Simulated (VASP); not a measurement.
# Hf2TiN3 (P-3m1) in VASP: a series of runs

Runs on Hf2TiN3. Level: PBE. Tasks: single point.

Everything below comes from runs of VASP 6.6.1. Logs are shortened: lines on timing, memory, paths and dates and some standing lists are left out, and cuts for length are marked.

### Step 1. The cell of the first run

It takes space group P-3m1 (No. 164, trigonal). The conventional cell has a = 3.164 Å, b = 3.164 Å, c = 7.674 Å, α = 90.00°, β = 90.00°, γ = 120.00°. Hf (site symmetry 3m) has 6 N at 2.23 to 2.27 Å within 2.9 Å. Within 2.9 Å of Ti (site symmetry -3m) lie 6 N at 2.19 Å. N (site symmetry 3m) has 3 Ti at 2.19 Å and 3 Hf at 2.23 Å within 2.9 Å. N (site symmetry -3m) has 6 Hf at 2.27 Å within 3.0 Å.

### Step 2. Single point, PBE, collinear spin, ferromagnetic start

INCAR reads:

```
SYSTEM = Hf2TiN3
PREC = Accurate
ENCUT = 520
EDIFF = 1E-7
ISMEAR = 0
SIGMA = 0.1
LREAL = .FALSE.
LASPH = .TRUE.
NELM = 150
ALGO = Normal
ISIF = 2
LWAVE = .FALSE.
LCHARG = .FALSE.
ISPIN = 2
MAGMOM = 0 0 1 0 0 0
LORBIT = 11
LMAXMIX = 4
GGA = PE
NBANDS = 36
```

KPOINTS reads:

```
Automatic mesh
0
G
  6 6 2
  0 0 0
```

POSCAR reads:

```
Hf2TiN3
1.0
    3.1639878000      0.0000000000      0.0000000000
   -1.5819939000      2.7400938000      0.0000000000
    0.0000000000      0.0000000000      7.6736894000
Hf Ti N
2 1 3
Direct
    0.3333333000      0.6666667000      0.6757570000
    0.6666667000      0.3333333000      0.3242430000
    0.0000000000      0.0000000000      0.0000000000
    0.6666667000      0.3333333000      0.8422610000
    0.0000000000      0.0000000000      0.5000000000
    0.3333333000      0.6666667000      0.1577390000
```

Potentials or basis: VASP PAW PBE potentials, release 64 (Hf_pv, Ti_sv, N).

Started as:

```console
cat potpaw_PBE.64/Hf_pv/POTCAR potpaw_PBE.64/Ti_sv/POTCAR potpaw_PBE.64/N/POTCAR > POTCAR
mpirun -np 1 vasp_std > vasp.out
```

OUTCAR:

```text
SYSTEM = Hf2TiN3
   PREC = Accurate
   ENCUT = 520
   EDIFF = 1E-7
   ISMEAR = 0
   LREAL = .FALSE.
   LASPH = .TRUE.
   NELM = 150
   ISIF = 2
   ISPIN = 2
   LORBIT = 11
   GGA = PE

 ion  position               nearest neighbor table
   1  0.333  0.667  0.676-   4 2.23   4 2.23   4 2.23   5 2.27   5 2.27   5 2.27   3 3.09   3 3.09
                             3 3.09   2 3.26   2 3.26   2 3.26
   2  0.667  0.333  0.324-   6 2.23   6 2.23   6 2.23   5 2.27   5 2.27   5 2.27   3 3.09   3 3.09
                             3 3.09   1 3.26   1 3.26   1 3.26
   3  0.000  0.000  0.000-   4 2.19   6 2.19   6 2.19   4 2.19   4 2.19   6 2.19   1 3.09   2 3.09
                             1 3.09   2 3.09   1 3.09   2 3.09
   4  0.667  0.333  0.842-   3 2.19   3 2.19   3 2.19   1 2.23   1 2.23   1 2.23
   5  0.000  0.000  0.500-   1 2.27   2 2.27   1 2.27   2 2.27   2 2.27   1 2.27
   6  0.333  0.667  0.158-   3 2.19   3 2.19   3 2.19   2 2.23   2 2.23   2 2.23

  LATTYP: Found a hexagonal cell.
 ALAT       =     3.1639878000
 C/A-ratio  =     2.4253220572

  Lattice vectors:

 A1 = (   3.1639878000,   0.0000000000,   0.0000000000)
 A2 = (  -1.5819939000,   2.7400938000,   0.0000000000)
 A3 = (   0.0000000000,   0.0000000000,   7.6736894000)

Analysis of symmetry for initial positions (statically):
=====================================================================
 Subroutine PRICEL returns:
 Original cell was already a primitive cell.

 Routine SETGRP: Setting up the symmetry group for a
 hexagonal supercell.

 Subroutine GETGRP returns: Found 12 space group operations
 (whereof 12 operations were pure point group operations)
 out of a pool of 24 trial point group operations.

The static configuration has the point symmetry D_3d.

Analysis of symmetry for dynamics (positions and initial velocities):
=====================================================================
 Subroutine PRICEL returns:
 Original cell was already a primitive cell.

 Routine SETGRP: Setting up the symmetry group for a
 hexagonal supercell.

 Subroutine GETGRP returns: Found 12 space group operations
 (whereof 12 operations were pure point group operations)
 out of a pool of 24 trial point group operations.

The dynamic configuration has the point symmetry D_3d.

Analysis of structural, dynamic, and magnetic symmetry:
=====================================================================
 Subroutine PRICEL returns:
 Original cell was already a primitive cell.

[... 140 lines left out ...]
 NGX is ok and might be reduce to    24
   NGX = 11   NGY = 11   NGZ = 29

 number of electron      47.0000015 magnetization       0.2262070

 number of electron      47.0000013 magnetization      -0.0000180

 Free energy of the ion-electron system (eV)
  ---------------------------------------------------
  ext. energy  EPLUGINS =         0.00000000
  ---------------------------------------------------
  free energy    TOTEN  =       -63.05698225 eV

  energy without entropy =      -63.04095375  energy(sigma->0) =      -63.04896800

 E-fermi :   9.0431     XC(G=0): -12.7029

 val. band max:        8.9948010729   @ k =   0.3333  -0.0000   0.0000
 cond. band min:       9.0707491918   @ k =   0.3333   0.1667   0.5000
 fundamental gap:      0.0759481189
 Fermi energy:         9.0431438593

 spin component 1

 k-point     1 :       0.0000    0.0000    0.0000
  band No.  band energies     occupation
      1     -48.8783      1.00000
      2     -25.2179      1.00000
      3     -25.0192      1.00000
      4     -25.0192      1.00000
      5     -22.7596      1.00000
      6     -22.3067      1.00000
[... 521 lines left out ...]
     34      15.2366      0.00000
     35      15.7828      0.00000
 Fermi energy:         9.0431438593

 spin component 2

 k-point     1 :       0.0000    0.0000    0.0000
  band No.  band energies     occupation
      1     -48.8783      1.00000
      2     -25.2179      1.00000
      3     -25.0192      1.00000
      4     -25.0192      1.00000
      5     -22.7596      1.00000
      6     -22.3067      1.00000
[... 521 lines left out ...]
     34      15.2366      0.00000
     35      15.7828      0.00000
 [bands above 35 left out]

------------------------ aborting loop because EDIFF is reached ----------------------------------------

  FORCE on cell =-STRESS in cart. coord.  units (eV):
  Direction    XX          YY          ZZ          XY          YZ          ZX
  --------------------------------------------------------------------------------------
  -------------------------------------------------------------------------------------
  Total       -0.8847451     -0.8847451     -0.1836003      0.0000000      0.0000000      0.0000000
  in kB      -21.3070989    -21.3070987     -4.4215998      0.0000000      0.0000000      0.0000000
  external PRESSURE =     -15.6785992 kB  Pullay stress =       0.0000000 kB

 VOLUME and BASIS-vectors are now :
 -----------------------------------------------------------------------------
  energy-cutoff  :      520.00
  volume of cell :       66.53
      direct lattice vectors                 reciprocal lattice vectors
     3.163987800  0.000000000  0.000000000     0.316056844  0.182475505  0.000000000
    -1.581993900  2.740093800  0.000000000     0.000000000  0.364951010  0.000000000
     0.000000000  0.000000000  7.673689400     0.000000000  0.000000000  0.130315413

 POSITION                                       TOTAL-FORCE (eV/Angst)
 -----------------------------------------------------------------------------------
     -0.00000      1.82673      5.18555        -0.000000     -0.000000     -0.224959
      1.58199      0.91336      2.48814         0.000000      0.000000      0.224959
      0.00000      0.00000      0.00000        -0.000000      0.000000     -0.000000
      1.58199      0.91336      6.46325        -0.000000      0.000000     -0.073551
      0.00000      0.00000      3.83684        -0.000000      0.000000     -0.000000
     -0.00000      1.82673      1.21044         0.000000     -0.000000      0.073551
 -----------------------------------------------------------------------------------
    total drift:                               -0.000000      0.000000     -0.000000

  FREE ENERGIE OF THE ION-ELECTRON SYSTEM (eV)
  ---------------------------------------------------
  free  energy   TOTEN  =       -63.0569822533 eV

  energy  without entropy=      -63.0409537488  energy(sigma->0) =      -63.04896800

 total charge

# of ion       s       p       d       tot
------------------------------------------
    1        0.298   6.589   1.749   8.636
    2        0.298   6.589   1.749   8.636
    3        2.163   6.179   1.932  10.273
    4        1.238   2.493   0.000   3.732
    5        1.235   2.506   0.000   3.740
    6        1.238   2.493   0.000   3.732
--------------------------------------------------
tot          6.470  26.850   5.429  38.748

 magnetization (x)

# of ion       s       p       d       tot
------------------------------------------
    1       -0.000  -0.000  -0.000  -0.000
    2       -0.000  -0.000  -0.000  -0.000
    3       -0.000  -0.000  -0.000  -0.000
    4        0.000   0.000   0.000   0.000
    5       -0.000   0.000   0.000   0.000
    6        0.000   0.000   0.000   0.000
--------------------------------------------------
tot         -0.000   0.000  -0.000  -0.000
```

OSZICAR:

```text
N       E                     dE             d eps       ncg     rms          rms(c)
DAV:   1     0.381776173114E+03    0.38178E+03   -0.23536E+04  2016   0.141E+03
DAV:   2    -0.342839190855E+02   -0.41606E+03   -0.38742E+03  2132   0.399E+02
DAV:   3    -0.728867643738E+02   -0.38603E+02   -0.37195E+02  2660   0.111E+02
[... 10 lines left out ...]
DAV:  14    -0.630570304961E+02   -0.14176E-04   -0.56602E-04  2788   0.170E-01    0.224E-01
DAV:  15    -0.630570349408E+02   -0.44447E-05   -0.34455E-04  2832   0.151E-01    0.106E-01
DAV:  16    -0.630569856848E+02    0.49256E-04   -0.68938E-05  2432   0.753E-02    0.238E-02
DAV:  17    -0.630569821222E+02    0.35626E-05   -0.15664E-05  3148   0.302E-02    0.893E-03
DAV:  18    -0.630569822042E+02   -0.81955E-07   -0.15939E-06  2312   0.953E-03    0.683E-03
DAV:  19    -0.630569822533E+02   -0.49095E-07   -0.91695E-08  1660   0.264E-03
   1 F= -.63056982E+02 E0= -.63048968E+02  d E =-.160285E-01  mag=    -0.0000
```

Run time: 70 s. Hardware: 1 thread of Intel Xeon Platinum 8488C (Sapphire Rapids), shared host; peak memory 0.24 GiB.

Results:

| Item | Value |
| --- | --- |
| Free energy | -63.0570 eV |
| Pressure | -1.6 GPa |
| Largest force | 0.225 eV/Å |
| Net moment | 0.00 μB per cell |
| Valence electrons inside the program's atomic spheres | Hf 8.64; Ti 10.27; N 3.73, 3.74 |

Forces on the atoms (eV/Å):
```
Hf   0.000  0.000 -0.225
Hf   0.000  0.000  0.225
Ti   0.000  0.000  0.000
N    0.000  0.000 -0.074
N    0.000  0.000  0.000
N    0.000  0.000  0.074
```

Caveat: the k points lie up to 0.41 Å⁻¹ apart; spin-orbit coupling is left out, which moves the levels of the heavy elements.

### Step 3. Single point, PBE (volume scaled by 0.88, then relaxed in part)

INCAR reads:

```
SYSTEM = Hf2TiN3
  PREC = Accurate
  ENCUT = 520
  EDIFF = 1E-6
  ISMEAR = 0
  SIGMA = 0.1
  LREAL = .FALSE.
  LASPH = .TRUE.
  NELM = 60
  ALGO = Normal
  ISIF = 2
  LWAVE = .FALSE.
  LCHARG = .FALSE.
  GGA = PE
  NBANDS = 32
```

KPOINTS reads:

```
Automatic mesh
0
G
  12 12 6
  0 0 0
```

POSCAR reads:

```
Hf2TiN3
1.0
    3.0291509829      0.0000000000      0.0000000000
   -1.5145754915      2.6233217031      0.0000000000
    0.0000000000      0.0000000000      7.3674067279
Hf Ti N
2 1 3
Direct
    0.3333333333      0.6666666667      0.6753893090
    0.6666666667      0.3333333333      0.3246106910
    0.0000000000      0.0000000000      0.0000000000
    0.6666666667      0.3333333333      0.8463893128
    0.0000000000      0.0000000000      0.5000000000
    0.3333333333      0.6666666667      0.1536106872
```

Potentials or basis: VASP PAW PBE potentials, release 64 (Hf_pv, Ti_sv, N).

Started as:

```console
cat potpaw_PBE.64/Hf_pv/POTCAR potpaw_PBE.64/Ti_sv/POTCAR potpaw_PBE.64/N/POTCAR > POTCAR
mpirun -np 1 vasp_std > vasp.out
```

It took 2.8 min on 1 thread of Intel Xeon Platinum 8488C (Sapphire Rapids), shared host; peak memory 0.3 GiB.

It converged, with:

- Free energy: -62.1673 eV
- Pressure: 41.7 GPa
- Largest force: 0.146 eV/Å

Forces in eV/Å, atoms in the order of the input:
```
Hf   0.000  0.000 -0.001
Hf   0.000  0.000  0.001
Ti   0.000  0.000  0.000
N    0.000  0.000 -0.146
N    0.000  0.000  0.000
N    0.000  0.000  0.146
```

Stress tensor (GPa, compression positive):
```
41.78  0.00  0.00
 0.00 41.78  0.00
 0.00  0.00 41.49
```

Levels at points of the mesh, in eV from the Fermi level:
| k point | band 21 | band 22 | band 23 | band 24 | band 25 | band 26 | band 27 | band 28 |
| --- | --- | --- | --- | --- | --- | --- | --- | --- |
| (0.00, 0.00, 0.00) | -2.80 | -2.73 | -0.59 | -0.59 | -0.43 | 1.33 | 1.33 | 1.35 |
| (0.50, 0.00, 0.00) | -4.02 | -3.60 | -3.53 | 0.88 | 1.09 | 1.86 | 2.13 | 3.16 |
| (0.00, 0.00, 0.50) | -4.22 | -4.22 | -0.15 | -0.15 | 0.13 | 0.34 | 0.84 | 0.84 |
| (0.50, 0.00, 0.50) | -4.61 | -4.38 | -1.89 | -1.75 | 1.87 | 2.07 | 3.32 | 3.62 |

Caveat: spin-orbit coupling is left out, which moves the levels of the heavy elements.
